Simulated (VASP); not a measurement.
# AlN (Cm) in VASP: single point with LDA

Aim: the single point of AlN with LDA.

Program: VASP 6.6.1. These are calculated values, not measurements. Logs are shortened: lines on timing, memory, paths and dates and some standing lists are left out, and cuts for length are marked.

### 1 The cell of the first run

It takes space group Cm (No. 8, monoclinic). Conventional cell: a = 5.350 Å, b = 3.089 Å, c = 10.243 Å, α = 90.00°, β = 105.14°, γ = 90.00°. Within 2.5 Å of Al (site symmetry m) lie 5 N at 1.88 to 2.44 Å. Al (site symmetry m) has 4 N at 1.88 to 1.89 Å within 2.5 Å. Al (site symmetry m) has 4 N at 1.88 to 1.89 Å within 2.5 Å. Al (site symmetry m) has 4 N at 1.88 to 1.89 Å within 2.5 Å. Within 2.5 Å of N (site symmetry m) lie 5 Al at 1.88 to 2.44 Å. N (site symmetry m) has 4 Al at 1.88 to 1.89 Å within 2.5 Å. Within 2.5 Å of N (site symmetry m) lie 4 Al at 1.88 to 1.89 Å. N (site symmetry m) has 4 Al at 1.88 to 1.89 Å within 2.5 Å.

### 2 Single point, LDA

INCAR reads:

```
SYSTEM = AlN
ALGO     = Normal         ! electronic algorithm
EDIFF    = 1E-6           ! SCF threshold, eV
ENCUT    = 520            ! plane-wave cutoff, eV
GGA      = CA             ! functional
ISIF     = 2              ! what is computed and relaxed
ISMEAR   = 0              ! smearing method
ISYM     = 0            
LASPH    = .TRUE.         ! aspherical terms in the spheres
LCHARG   = .TRUE.         ! write CHGCAR
LELF     = .TRUE.         ! ELF
LREAL    = .FALSE.        ! projectors in reciprocal space
LVHAR    = .TRUE.       
LWAVE    = .FALSE.        ! write WAVECAR
NBANDS   = 26             ! bands
NELM     = 60             ! most SCF steps
PREC     = Accurate       ! precision mode
SIGMA    = 0.05           ! smearing width, eV
```

KPOINTS reads:

```
k-points
0
G
  8 8 3
  0 0 0
```

POSCAR reads:

```
AlN
1.0
   -3.0886152975      0.0000000000      0.0000000000
   -1.5443076488     -2.6748193102      0.0000000000
   -0.7721538244     -1.3374096551      9.8871685333
Al N
4 4
Direct
    0.3333333333     -0.1189219210      0.9045105086
    0.3333333333      0.1310780790      0.4045105086
    0.6666666667      0.5894114124      0.1545105086
    0.6666666667      0.3394114124      0.6545105086
    0.3333333333      0.2855885876      0.0954894914
    0.3333333333      0.0355885876      0.5954894914
    0.6666666667      0.4939219210      0.3454894914
    0.6666666667      0.2439219210      0.8454894914
```

Potentials or basis: VASP PAW LDA potentials, release 64 (Al, N).

Run with:

```bash
> cat potpaw_LDA.64/Al/POTCAR potpaw_LDA.64/N/POTCAR > POTCAR
> mpirun -np 1 vasp_std > vasp.out
```

OUTCAR:

```text
SYSTEM = AlN
   EDIFF = 1E-6
   ENCUT = 520
   GGA = CA
   ISIF = 2
   ISMEAR = 0
   ISYM = 0
   LASPH = .TRUE.
   LREAL = .FALSE.
   NELM = 60
   PREC = Accurate

 ion  position               nearest neighbor table
   1  0.333  0.881  0.905-   8 1.88   8 1.88   8 1.88   5 2.44   5 2.44   3 2.63   4 3.05   4 3.05
                             4 3.05
   2  0.333  0.131  0.405-   7 1.88   7 1.88   7 1.88   6 1.89   4 3.05   3 3.05   3 3.05   4 3.05
                             3 3.05   4 3.05
   3  0.667  0.589  0.155-   5 1.88   5 1.88   5 1.88   7 1.89   1 2.63   2 3.05   2 3.05   2 3.05

   4  0.667  0.339  0.655-   6 1.88   6 1.88   6 1.88   8 1.89   1 3.05   2 3.05   2 3.05   1 3.05
                             1 3.05   2 3.05
   5  0.333  0.286  0.095-   3 1.88   3 1.88   3 1.88   1 2.44   1 2.44
   6  0.333  0.036  0.595-   4 1.88   4 1.88   4 1.88   2 1.89
   7  0.667  0.494  0.345-   2 1.88   2 1.88   2 1.88   3 1.89
   8  0.667  0.244  0.845-   1 1.88   1 1.88   1 1.88   4 1.89

IMPORTANT INFORMATION: All symmetrisations will be switched off!
NOSYMM: (Re-)initialisation of all symmetry stuff for point group C_1.

----------------------------------------------------------------------------------------

                                     Primitive cell

  volume of cell :      81.6827

  direct lattice vectors                    reciprocal lattice vectors
    -3.088615298  0.000000000  0.000000000    -0.323769684  0.186928514  0.000000000
    -1.544307649 -2.674819310  0.000000000     0.000000000 -0.373857029 -0.050570595
    -0.772153824 -1.337409655  9.887168533     0.000000000  0.000000000  0.101141191

  length of vectors
     3.088615298  3.088615298 10.007046903     0.373857029  0.377261797  0.101141191

  position of ions in fractional coordinates (direct lattice)
     0.333333333  0.881078079  0.904510509
     0.333333333  0.131078079  0.404510509
     0.666666667  0.589411412  0.154510509
     0.666666667  0.339411412  0.654510509
     0.333333333  0.285588588  0.095489491
     0.333333333  0.035588588  0.595489491
     0.666666667  0.493921921  0.345489491
     0.666666667  0.243921921  0.845489491

  ion indices of the primitive-cell ions
   primitive index   ion index
                 1           1
                 2           2
                 3           3
                 4           4
                 5           5
                 6           6
                 7           7
                 8           8

----------------------------------------------------------------------------------------

 KPOINTS: k-points

Automatic generation of k-mesh.
 Grid dimensions read from file:
 generate k-points for:    8    8    3

 Generating k-lattice:

  Cartesian coordinates                     Fractional coordinates (reciprocal lattice)
    -0.040471211  0.023366064  0.000000000     0.125000000  0.000000000  0.000000000
     0.000000000 -0.046732129 -0.006321324     0.000000000  0.125000000 -0.000000000
     0.000000000  0.000000000  0.033713730     0.000000000  0.000000000  0.333333333

  Length of vectors
     0.046732129  0.047157725  0.033713730

  Shift w.r.t. Gamma in fractional coordinates (k-lattice)
     0.000000000  0.000000000  0.000000000

 -----------------------------------------------------------------------------
|                                                                             |
|           W    W    AA    RRRRR   N    N  II  N    N   GGGG   !!!           |
|           W    W   A  A   R    R  NN   N  II  NN   N  G    G  !!!           |
|           W    W  A    A  R    R  N N  N  II  N N  N  G       !!!           |
|           W WW W  AAAAAA  RRRRR   N  N N  II  N  N N  G  GGG   !            |
|           WW  WW  A    A  R   R   N   NN  II  N   NN  G    G                |
|           W    W  A    A  R    R  N    N  II  N    N   GGGG   !!!           |
|                                                                             |
|     Your reciprocal lattice and k-lattice belong to different lattice       |
|     classes:                                                                |
|                                                                             |
|        The reciprocal lattice is body-centered orthorhombic,                |
|        whereas your k-lattice is base-centered monoclinic.                  |
|                                                                             |
|     Results are often still useful ...                                      |
|                                                                             |
 -----------------------------------------------------------------------------

 WARNING: IBZKPT: internal override: KBLOWUP is changed to .FALSE.
      ... skipping the blow-up phase ...

 Subroutine IBZKPT returns following result:
 ===========================================

 Found     98 irreducible k-points:

 Following reciprocal coordinates:
            Coordinates               Weight
  0.000000  0.000000  0.000000      1.000000
  0.125000  0.000000 -0.000000      2.000000
  0.250000  0.000000 -0.000000      2.000000
  0.375000 -0.000000 -0.000000      2.000000
  0.500000  0.000000 -0.000000      1.000000
  0.000000  0.125000  0.000000      2.000000
[... 16 lines left out ...]
  0.125000  0.375000  0.000000      2.000000
  0.250000  0.375000  0.000000      2.000000
 [... further k-points ...]
   k-points           NKPTS =     98   k-points in BZ     NKDIM =     98   number of bands    NBANDS=     26
   number of dos      NEDOS =    301   number of ions     NIONS =      8
   total plane-waves  NPLWV =  46080
   dimension x,y,z NGX =    24 NGY =   24 NGZ =   80
   dimension x,y,z NGXF=    48 NGYF=   48 NGZF=  160
   ions per type =               4   4
   NGX,Y,Z   is equivalent  to a cutoff of  12.92, 12.92, 13.29 a.u.
   NGXF,Y,Z  is equivalent  to a cutoff of  25.84, 25.84, 26.58 a.u.
 SYSTEM =  AlN
   PREC   = accura    normal or accurate (medium, high low for compatibility)
   ISTART =      0    job   : 0-new  1-cont  2-samecut
   ICHARG =      2    charge: 1-file 2-atom 10-const
   ISPIN  =      1    spin polarized calculation?
   LNONCOLLINEAR =      F non collinear calculations
   LSORBIT =      F    spin-orbit coupling
   LASPH  =      T    aspherical Exc in radial PAW
   ENCUT  =  520.0 eV  38.22 Ry    6.18 a.u.   5.74  5.74 18.61*2*pi/ulx,y,z
   NELM   =     60;   NELMIN=  2; NELMDL= -5     # of ELM steps
   EDIFF  = 0.1E-05   stopping-criterion for ELM
   LREAL  =      F    real-space projection
   EDIFFG = 0.1E-04   stopping-criterion for IOM
   NSW    =      0    number of steps for IOM
   IBRION =     -1    ionic relax: 0-MD 1-quasi-New 2-CG
   NFREE  =      0    steps in history (QN), initial steepest desc. (CG)
   ISIF   =      2    stress and relaxation
   ISYM   =      0    0-nonsym 1-usesym 2-fastsym
   POTIM  = 0.5000    time-step for ionic-motion
   TEBEG  =    0.0;   TEEND  =   0.0 temperature during run
   PSTRESS=    0.0 pullay stress
   NELECT =      32.0000    total number of electrons
   NUPDOWN=      -1.0000    fix difference up-down
   EMIN   =  10.00;   EMAX   =-10.00  energy-range for DOS
   EFERMI =   0.00;   METHOD = LEGACY
   ISMEAR =     0;   SIGMA  =   0.05  broadening in eV -4-tet -1-fermi 0-gaus
   EFERMI_NEDOS =   21; number of points for ismear=-14 and -15
   IALGO  =     38    algorithm
   IMIX   =      4    mixing-type and parameters
     AMIX     =   0.40;   BMIX     =  1.00
     AMIX_MAG =   1.60;   BMIX_MAG =  1.00
  volume/ion in A,a.u.               =      10.21        68.90
  Fermi-wavevector in a.u.,A,eV,Ry     =   1.197884  2.263672 19.523354  1.434926
  Thomas-Fermi vector in A             =   2.333787
   LORBIT       =      0    0 simple, 1 ext, 2 COOP (PROOUT), +10 PAW based schemes
   GGA     = CA    functional components
   LHFCALC =     F    Hartree Fock is set to
   AEXX    =    0.0000 exact exchange contribution
   IVDW    =     0    specifies the selected vdW correction
   LEPSILON=     F    determine dielectric tensor
   LRPA    =     F    only Hartree local field effects (RPA)
 non-spin polarized calculation
 Gauss-broadening in eV      SIGMA  =   0.05
  energy-cutoff  :      520.00
  volume of cell :       81.68
 maximum number of plane-waves:      2212
   NGX = 11   NGY = 11   NGZ = 37

 number of electron      32.0000000 magnetization

 Free energy of the ion-electron system (eV)
  ---------------------------------------------------
  ext. energy  EPLUGINS =         0.00000000
  ---------------------------------------------------
  free energy    TOTEN  =       -64.21742465 eV

  energy without entropy =      -64.21742465  energy(sigma->0) =      -64.21742465

 E-fermi :   6.8724     XC(G=0): -11.3748

 val. band max:        6.5883465895   @ k =   0.0000   0.0000   0.0000
 cond. band min:       9.7244392334   @ k =   0.5000   0.5000   0.0000
 fundamental gap:      3.1360926439
 Fermi energy:         6.8724377335

 k-point     1 :       0.0000    0.0000    0.0000
  band No.  band energies     occupation
      1      -8.9894      2.00000
      2      -8.0588      2.00000
      3      -8.0192      2.00000
      4      -6.6477      2.00000
      5       0.0629      2.00000
      6       2.7531      2.00000
[... 18 lines left out ...]
     25      17.0954      0.00000
     26      17.2541      0.00000

 k-point     2 :       0.1250    0.0000   -0.0000
  band No.  band energies     occupation
      1      -8.7812      2.00000
      2      -7.8788      2.00000
      3      -7.8334      2.00000
      4      -6.5265      2.00000
      5       0.3050      2.00000
      6       2.6809      2.00000
[... 18 lines left out ...]
     25      17.3198      0.00000
     26      17.6084      0.00000

 k-point     3 :       0.2500    0.0000   -0.0000
  band No.  band energies     occupation
      1      -8.1985      2.00000
      2      -7.3919      2.00000
      3      -7.3300      2.00000
      4      -6.2366      2.00000
      5       0.9980      2.00000
      6       2.0445      2.00000
[... 18 lines left out ...]
     25      16.9013      0.00000
     26      17.7346      0.00000

 k-point     4 :       0.3750   -0.0000   -0.0000
  band No.  band energies     occupation
      1      -7.4065      2.00000
      2      -6.7970      2.00000
      3      -6.7129      2.00000
      4      -6.0160      2.00000
      5       0.9314      2.00000
      6       1.0132      2.00000
[... 18 lines left out ...]
     25      17.4228      0.00000
     26      17.9760      0.00000
[... 496 lines left out ...]
      1      -7.3900      2.00000
      2      -6.8998      2.00000
      3      -6.5899      2.00000
      4      -5.9706      2.00000
      5       0.3918      2.00000
      6       1.1344      2.00000
[... 18 lines left out ...]
     25      17.2835      0.00000
     26      17.8882      0.00000

 k-point    23 :       0.1250    0.3750    0.0000
  band No.  band energies     occupation
      1      -7.6578      2.00000
      2      -7.1578      2.00000
      3      -6.7168      2.00000
      4      -6.0454      2.00000
      5       0.9969      2.00000
      6       1.4937      2.00000
[... 18 lines left out ...]
     25      16.5524      0.00000
     26      17.2971      0.00000

 k-point    24 :       0.2500    0.3750    0.0000
  band No.  band energies     occupation
      1      -7.6504      2.00000
      2      -7.1879      2.00000
      3      -6.6795      2.00000
      4      -6.0609      2.00000
      5       0.9887      2.00000
      6       1.4901      2.00000
[... 18 lines left out ...]
     25      16.5055      0.00000
     26      17.2450      0.00000

 [... further k-points ...]
[... 5 lines left out ...]
  --------------------------------------------------------------------------------------
  -------------------------------------------------------------------------------------
  Total       -0.8957180     -3.5867302      3.2246552     -2.3304295     -0.6706159      1.1617054
  in kB      -17.5691882    -70.3524275     63.2504567    -45.7105386    -13.1538897     22.7864359
  external PRESSURE =      -8.2237196 kB  Pullay stress =       0.0000000 kB

 VOLUME and BASIS-vectors are now :
 -----------------------------------------------------------------------------
  energy-cutoff  :      520.00
  volume of cell :       81.68
      direct lattice vectors                 reciprocal lattice vectors
    -3.088615298  0.000000000  0.000000000    -0.323769684  0.186928514  0.000000000
    -1.544307649 -2.674819310  0.000000000     0.000000000 -0.373857029 -0.050570595
    -0.772153824 -1.337409655  9.887168533     0.000000000  0.000000000  0.101141191

 POSITION                                       TOTAL-FORCE (eV/Angst)
 -----------------------------------------------------------------------------------
     -3.08862     -3.56643      8.94305         0.439691     -0.253897     -0.066000
     -1.54431     -0.89161      3.99946        -0.000955      0.000514     -0.087670
     -3.08862     -1.78321      1.52767        -0.434476      0.250800      1.250264
     -3.08862     -1.78321      6.47126        -0.075347      0.043456     -0.131891
     -1.54431     -0.89161      0.94412         0.651941     -0.376341     -0.399417
     -1.54431     -0.89161      5.88770        -0.027941      0.016185      0.020732
     -3.08862     -1.78321      3.41591         0.067431     -0.038902      0.063931
     -3.08862     -1.78321      8.35950        -0.620345      0.358185     -0.649949
 -----------------------------------------------------------------------------------
    total drift:                                0.000187      0.000308     -0.000190

  FREE ENERGIE OF THE ION-ELECTRON SYSTEM (eV)
  ---------------------------------------------------
  free  energy   TOTEN  =       -64.2174246470 eV

  energy  without entropy=      -64.2174246470  energy(sigma->0) =      -64.21742465
```

Wall time 2.3 min (1 thread of Intel Xeon Platinum 8488C (Sapphire Rapids), shared host); peak memory 0.27 GiB.

What came out:

```yaml
Free_energy: -64.2174 eV
Pressure: -0.8 GPa
Largest_force: 1.347 eV/Å
Band_gap_on_the_k_mesh: 3.14 eV (least direct gap 3.38 eV)
```

Forces on the atoms (eV/Å):
```
Al   0.440 -0.254 -0.066
Al  -0.001  0.001 -0.088
Al  -0.434  0.251  1.250
Al  -0.075  0.043 -0.132
N    0.652 -0.376 -0.399
N   -0.028  0.016  0.021
N    0.067 -0.039  0.064
N   -0.620  0.358 -0.650
```

Caveat: the stress differs along the axes, from -7 to 6 GPa; forces of over 1 eV/Å act on the atoms, so gaps and moduli don't describe the material at rest. A k mesh can miss the band edges.
